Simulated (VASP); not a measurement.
# Cu in VASP: single point with PBE

Aim: the single point of Cu with PBE.

Everything below comes from runs of VASP 6.6.1. Logs are shortened: lines on timing, memory, paths and dates and some standing lists are left out, and cuts for length are marked.

## Step 1: The cell of the first run

The cell holds a slab with vacuum, 15 atoms: a = 2.556 Å, b = 2.556 Å, c = 45.218 Å, α = 90.00°, β = 90.00°, γ = 120.00°.

## Step 2: Single point, PBE

INCAR

```
SYSTEM = Cu
PREC = Accurate ; ENCUT = 520
EDIFF = 1E-6 ; ISMEAR = 0
SIGMA = 0.05 ; LREAL = Auto
LASPH = .True. ; NELM = 80
ALGO = Normal ; ISIF = 2
LWAVE = .False. ; LCHARG = .True.
LDIPOL = .True. ; IDIPOL = 3
DIPOL = 0.5 0.5 0.500 ; GGA = PE
LELF = .True. ; LVHAR = .True.
LVACPOTAV = .True. ; NBANDS = 96
```

KPOINTS

```
Automatic mesh
0
Gamma
  18 18 1
  0 0 0
```

POSCAR

```
Cu
1.0
    2.5560000000      0.0000000000      0.0000000000
   -1.2780000000      2.2135609321      0.0000000000
    0.0000000000      0.0000000000     45.2180000000
Cu
15
Direct
    0.0000000000      0.0000000000      0.1769206953
    0.3333333333      0.6666666667      0.2230748817
    0.6666666667      0.3333333333      0.2692290681
    0.0000000000      0.0000000000      0.3153832545
    0.3333333333      0.6666666667      0.3615374408
    0.6666666667      0.3333333333      0.4076916272
    0.0000000000      0.0000000000      0.4538458136
    0.3333333333      0.6666666667      0.5000000000
    0.6666666667      0.3333333333      0.5461541864
    0.0000000000      0.0000000000      0.5923083728
    0.3333333333      0.6666666667      0.6384625592
    0.6666666667      0.3333333333      0.6846167455
    0.0000000000      0.0000000000      0.7307709319
    0.3333333333      0.6666666667      0.7769251183
    0.6666666667      0.3333333333      0.8230793047
```

Potentials or basis: VASP PAW PBE potentials, release 64 (Cu).

Command:

```console
$ cat potpaw_PBE.64/Cu/POTCAR > POTCAR
$ mpirun -np 1 vasp_std > vasp.out
```

OUTCAR:

```text
SYSTEM = Cu
   PREC = Accurate
   ENCUT = 520
   EDIFF = 1E-6
   ISMEAR = 0
   LREAL = Auto
   LASPH = .True.
   NELM = 80
   ISIF = 2
   GGA = PE

 ion  position               nearest neighbor table
   1  0.000  0.000  0.177-   2 2.56   2 2.56   2 2.56
   2  0.333  0.667  0.223-   1 2.56   3 2.56   3 2.56   1 2.56   1 2.56   3 2.56
   3  0.667  0.333  0.269-   4 2.56   2 2.56   2 2.56   4 2.56   4 2.56   2 2.56
   4  0.000  0.000  0.315-   5 2.56   5 2.56   5 2.56   3 2.56   3 2.56   3 2.56
   5  0.333  0.667  0.362-   4 2.56   4 2.56   4 2.56   6 2.56   6 2.56   6 2.56
   6  0.667  0.333  0.408-   7 2.56   5 2.56   5 2.56   7 2.56   7 2.56   5 2.56
   7  0.000  0.000  0.454-   6 2.56   8 2.56   6 2.56   8 2.56   6 2.56   8 2.56
   8  0.333  0.667  0.500-   7 2.56   9 2.56   9 2.56   7 2.56   7 2.56   9 2.56
   9  0.667  0.333  0.546-  10 2.56   8 2.56   8 2.56  10 2.56  10 2.56   8 2.56
  10  0.000  0.000  0.592-   9 2.56  11 2.56   9 2.56  11 2.56   9 2.56  11 2.56
  11  0.333  0.667  0.638-  12 2.56  12 2.56  12 2.56  10 2.56  10 2.56  10 2.56
  12  0.667  0.333  0.685-  11 2.56  11 2.56  11 2.56  13 2.56  13 2.56  13 2.56
  13  0.000  0.000  0.731-  12 2.56  14 2.56  12 2.56  14 2.56  12 2.56  14 2.56
  14  0.333  0.667  0.777-  13 2.56  15 2.56  15 2.56  13 2.56  13 2.56  15 2.56
  15  0.667  0.333  0.823-  14 2.56  14 2.56  14 2.56

  LATTYP: Found a hexagonal cell.
 ALAT       =     2.5560000000
 C/A-ratio  =    17.6909233177

  Lattice vectors:

 A1 = (   2.5560000000,   0.0000000000,   0.0000000000)
 A2 = (  -1.2780000000,   2.2135609321,   0.0000000000)
 A3 = (   0.0000000000,   0.0000000000,  45.2180000000)

Analysis of symmetry for initial positions (statically):
=====================================================================
 Subroutine PRICEL returns:
 Original cell was already a primitive cell.

 Routine SETGRP: Setting up the symmetry group for a
 hexagonal supercell.

 Subroutine GETGRP returns: Found 12 space group operations
 (whereof  6 operations were pure point group operations)
 out of a pool of 24 trial point group operations.

The static configuration has the point symmetry C_3v.
 The point group associated with its full space group is D_3d.

Analysis of symmetry for dynamics (positions and initial velocities):
=====================================================================
 Subroutine PRICEL returns:
 Original cell was already a primitive cell.

 Routine SETGRP: Setting up the symmetry group for a
 hexagonal supercell.

 Subroutine GETGRP returns: Found 12 space group operations
 (whereof  6 operations were pure point group operations)
 out of a pool of 24 trial point group operations.

The dynamic configuration has the point symmetry C_3v.
[... 152 lines left out ...]
   LHFCALC =     F    Hartree Fock is set to
   AEXX    =    0.0000 exact exchange contribution
   IVDW    =     0    specifies the selected vdW correction
   LEPSILON=     F    determine dielectric tensor
   LRPA    =     F    only Hartree local field effects (RPA)
 non-spin polarized calculation
 Gauss-broadening in eV      SIGMA  =   0.05
  energy-cutoff  :      520.00
  volume of cell :      255.84
 maximum number of plane-waves:      6937
 NGX is ok and might be reduce to    20
   NGX =  9   NGY =  9   NGZ =169

 dipolmoment           0.000000      0.000000      0.000000 electrons x Angstroem

 number of electron     165.0000006 magnetization

 dipolmoment           0.000000      0.000000     -0.000008 electrons x Angstroem

 Free energy of the ion-electron system (eV)
  ---------------------------------------------------
  ext. energy  EPLUGINS =         0.00000000
  ---------------------------------------------------
  free energy    TOTEN  =       -55.01343835 eV

  energy without entropy =      -55.00913965  energy(sigma->0) =      -55.01128900

 E-fermi :   3.8038     XC(G=0):  -9.2204

 val. band max:        3.7888592509   @ k =   0.2778   0.1667   0.0000
 cond. band min:       3.8089798013   @ k =   0.2222   0.2222   0.0000
 fundamental gap:      0.0201205504
 Fermi energy:         3.8038208190

 k-point     1 :       0.0000    0.0000    0.0000
  band No.  band energies     occupation
      1      -5.5067      2.00000
      2      -5.3899      2.00000
      3      -5.1971      2.00000
      4      -4.9359      2.00000
      5      -4.6121      2.00000
      6      -4.2169      2.00000
[... 2317 lines left out ...]
     93       8.3367      0.00000
     94       8.6729      0.00000

 [... further k-points ...]

 [bands above 94 left out]

------------------------ aborting loop because EDIFF is reached ----------------------------------------

  FORCE on cell =-STRESS in cart. coord.  units (eV):
  Direction    XX          YY          ZZ          XY          YZ          ZX
  --------------------------------------------------------------------------------------
  -------------------------------------------------------------------------------------
  Total        1.4011219      1.4011219      1.4865979      0.0000000      0.0000000      0.0000000
  in kB        8.7745089      8.7745089      9.3098013      0.0000000      0.0000000      0.0000000
  external PRESSURE =       8.9529397 kB  Pullay stress =       0.0000000 kB

 VOLUME and BASIS-vectors are now :
 -----------------------------------------------------------------------------
  energy-cutoff  :      520.00
  volume of cell :      255.84
      direct lattice vectors                 reciprocal lattice vectors
     2.556000000  0.000000000  0.000000000     0.391236307  0.225880387  0.000000000
    -1.278000000  2.213560932  0.000000000     0.000000000  0.451760774  0.000000000
     0.000000000  0.000000000 45.218000000     0.000000000  0.000000000  0.022115087

 POSITION                                       TOTAL-FORCE (eV/Angst)
 -----------------------------------------------------------------------------------
      0.00000      0.00000      8.00000         0.000000      0.000000      0.000614
     -0.00000      1.47571     10.08700         0.000000      0.000000     -0.034627
      1.27800      0.73785     12.17400        -0.000000      0.000000     -0.023618
      0.00000      0.00000     14.26100        -0.000000      0.000000     -0.020921
     -0.00000      1.47571     16.34800        -0.000000     -0.000000      0.000510
      1.27800      0.73785     18.43500        -0.000000      0.000000      0.006687
      0.00000      0.00000     20.52200         0.000000      0.000000     -0.003501
     -0.00000      1.47571     22.60900         0.000000      0.000000      0.000000
      1.27800      0.73785     24.69600        -0.000000      0.000000      0.003501
      0.00000      0.00000     26.78300         0.000000     -0.000000     -0.006687
     -0.00000      1.47571     28.87000         0.000000      0.000000     -0.000510
      1.27800      0.73785     30.95700         0.000000      0.000000      0.020921
      0.00000      0.00000     33.04400         0.000000      0.000000      0.023618
     -0.00000      1.47571     35.13100        -0.000000      0.000000      0.034627
      1.27800      0.73785     37.21800        -0.000000      0.000000     -0.000614
 -----------------------------------------------------------------------------------
    total drift:                                0.000000      0.000000     -0.001387

  FREE ENERGIE OF THE ION-ELECTRON SYSTEM (eV)
  ---------------------------------------------------
  free  energy   TOTEN  =       -55.0134383530 eV

  energy  without entropy=      -55.0091396476  energy(sigma->0) =      -55.01128900

 vacuum level on the upper side and lower side of the slab         8.578         8.578
```

OSZICAR:

```text
N       E                     dE             d eps       ncg     rms          rms(c)
DAV:   1     0.171051025702E+04    0.17105E+04   -0.71428E+04  7176   0.280E+03
DAV:   2     0.221158555023E+03   -0.14894E+04   -0.14495E+04  7104   0.576E+02
DAV:   3    -0.532227831771E+02   -0.27438E+03   -0.25724E+03  7112   0.273E+02
[... 24 lines left out ...]
DAV:  28    -0.550134274909E+02   -0.45251E-05   -0.16877E-06  4352   0.160E-02    0.977E-04
DAV:  29    -0.550134327407E+02   -0.52498E-05   -0.37738E-07  4320   0.716E-03    0.703E-04
DAV:  30    -0.550134347291E+02   -0.19884E-05   -0.89739E-08  4040   0.507E-03    0.360E-04
DAV:  31    -0.550134376325E+02   -0.29034E-05   -0.11482E-07  4112   0.268E-03    0.299E-04
DAV:  32    -0.550134383530E+02   -0.72048E-06   -0.29275E-08  4032   0.180E-03
   1 F= -.55013438E+02 E0= -.55011289E+02  d E =-.429871E-02
```

Wall time 1.6 h (1 thread of Intel Xeon 8259CL, shared host); peak memory 0.72 GiB.

What came out:

- Free energy: -55.0134 eV
- Largest force: 0.035 eV/Å
- Band gap on the k mesh: zero (an odd number of electrons rules out a gap without spin polarisation)

Forces in eV/Å, atoms in the order of the input:
```
Cu   0.000  0.000  0.001
Cu   0.000  0.000 -0.035
Cu   0.000  0.000 -0.024
Cu   0.000  0.000 -0.021
Cu   0.000  0.000  0.001
Cu   0.000  0.000  0.007
Cu   0.000  0.000 -0.004
Cu   0.000  0.000  0.000
Cu   0.000  0.000  0.004
Cu   0.000  0.000 -0.007
Cu   0.000  0.000 -0.001
Cu   0.000  0.000  0.021
Cu   0.000  0.000  0.024
Cu   0.000  0.000  0.035
Cu   0.000  0.000 -0.001
```

The gap in the log of VASP goes by the Fermi energy; the results here count the filled bands.